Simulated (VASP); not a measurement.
Write the native input for VASP 6.6.1 that does the following.

| Item | Value |
| --- | --- |
| Task | single point |
| Functional | PBEsol |
| Potentials or basis | VASP PAW PBE potentials, release 64 (Hf_pv, Si) |
| Cutoff | 520 eV |
| k mesh | 4 × 4 × 4 |
| Occupations | gaussian, width 0.1 eV |
| Spin | no spin polarisation |
| Dipole correction | no |
| Further INCAR settings | ALGO = Normal; EDIFF = 1e-06; NBANDS = 29 |

The structure of HfSi7 lies in POSCAR:

```
HfSi7
1.0
    5.5933672714      0.0000000000      0.0000000000
    0.0000000000      5.5933672714      0.0000000000
    0.0000000000      0.0000000000      5.5933672714
Hf Si
1 7
Direct
    0.0000000000      0.0000000000      0.0000000000
    0.2650199410      0.2650199410      0.2650199410
    0.0000000000      0.5000000000      0.5000000000
    0.5000000000      0.5000000000      0.0000000000
    0.5000000000      0.0000000000      0.5000000000
    0.7349800590      0.2650199410      0.7349800590
    0.7349800590      0.7349800590      0.2650199410
    0.2650199410      0.7349800590      0.7349800590
```

The input as run:

INCAR

```
SYSTEM = HfSi7
PREC = Accurate
ENCUT = 520
EDIFF = 1E-6
ISMEAR = 0
SIGMA = 0.1
LREAL = .False.
LASPH = .True.
NELM = 60
ALGO = Normal
ISIF = 2
LWAVE = .False.
LCHARG = .False.
GGA = PS
NBANDS = 29
```

KPOINTS

```
regular mesh
0
Gamma
  4 4 4
  0 0 0
```

Potentials or basis: VASP PAW PBE potentials, release 64 (Hf_pv, Si).

Run with:

```sh
$ cat potpaw_PBE.64/Hf_pv/POTCAR potpaw_PBE.64/Si/POTCAR > POTCAR
$ mpirun -np 1 vasp_std > vasp.out
```

Results of the run:

| Item | Value |
| --- | --- |
| Pressure | 0.2 GPa |
| Largest force | 0.012 eV/Å |
| Band gap on the k mesh | zero (bands 19 and 20 overlap by 0.10 eV) |

Caveat: the PAW data sets were made with another functional, which shifts forces and pressure a little; spin-orbit coupling is left out, which moves the levels of the heavy elements.

Run time: 23 s on 1 thread of AMD EPYC 9R45 96-Core Processor (Zen 5), on a shared host, peak memory 0.23 GiB.
